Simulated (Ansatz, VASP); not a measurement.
## Ru2S in VASP and in Ansatz

INCAR

```
PREC = Accurate
ENCUT = 600
EDIFF = 1E-6
ISMEAR = 0
SIGMA = 0.1
LREAL = F
LASPH = T
NELM = 100
ALGO = Normal
ISIF = 3
LWAVE = F
LCHARG = F
GGA = PE
IBRION = 2
NSW = 100
EDIFFG = -0.01
```

Contents of KPOINTS:

```
regular mesh
0
Gamma
  15 15 15
```

POSCAR

```
Ru2S
1.0
    1.8253356224      1.0538580129      3.7383086135
   -1.8253356224      1.0538580129      3.7383086135
    0.0000000000     -2.1077160259      3.7383086135
Ru S
2 1
Direct
    0.7483709211      0.7483709211      0.7483709211
    0.2516290789      0.2516290789      0.2516290789
    0.0000000000      0.0000000000      0.0000000000
```

Input for Ansatz:

```yaml
crystal:
  lattice:
    - [1.8253356224, 1.0538580129, 3.7383086135]
    - [-1.8253356224, 1.0538580129, 3.7383086135]
    - [0.0, -2.1077160259, 3.7383086135]
  atoms:
    - { symbol: Ru, position: [0.7483709211, 0.7483709211, 0.7483709211] }
    - { symbol: Ru, position: [0.2516290789, 0.2516290789, 0.2516290789] }
    - { symbol: S, position: [0.0, 0.0, 0.0] }
basis:
  ecutwfc: 420
kpoints:
  mp_grid: { grid: [15, 15, 15] }
hamiltonian:
  xc: pbe
scf:
  occupations: { method: gaussian, width: 0.1 }
output:
  forces: true
  stress: true
  eigenvalues: true
relax:
  adjacent_minimum: "off"
  f_tol: 0.01
  max_steps: 80
  cell: { stress_tol: 0.05 }
```

Alike in both runs: task relaxation of cell and atoms; functional PBE; k mesh 15 × 15 × 15; occupations gaussian, width 0.1 eV; no spin polarisation.

|  | VASP | Ansatz |
| --- | --- | --- |
| version | VASP 6.6.1 | Ansatz 0.2.0 |
| potentials or method | VASP PAW PBE potentials, release 64 (Ru_pv, S), cutoff 600 eV | scalar-relativistic, plane waves, PAW |
| valence electrons in the cell | 34 | 38 |

VASP gave:

- gap on the k mesh at the Fermi level, each at its own relaxed structure (eV): none
- relaxed volume (Å³/atom): 14.42
- relaxed cell length with the largest relative difference (Å): 4.321

Task: Which values does Ansatz return?

Result: gap on the k mesh at the Fermi level, each at its own relaxed structure (eV): none; relaxed volume (Å³/atom): 14.43; relaxed cell length with the largest relative difference (Å): 4.328.

A gap of «none» marks a metal or a gap that the smearing closes. VASP's potentials hold 34 valence electrons a cell and Ansatz's 38, so a difference there can come from the potentials and not from the codes.
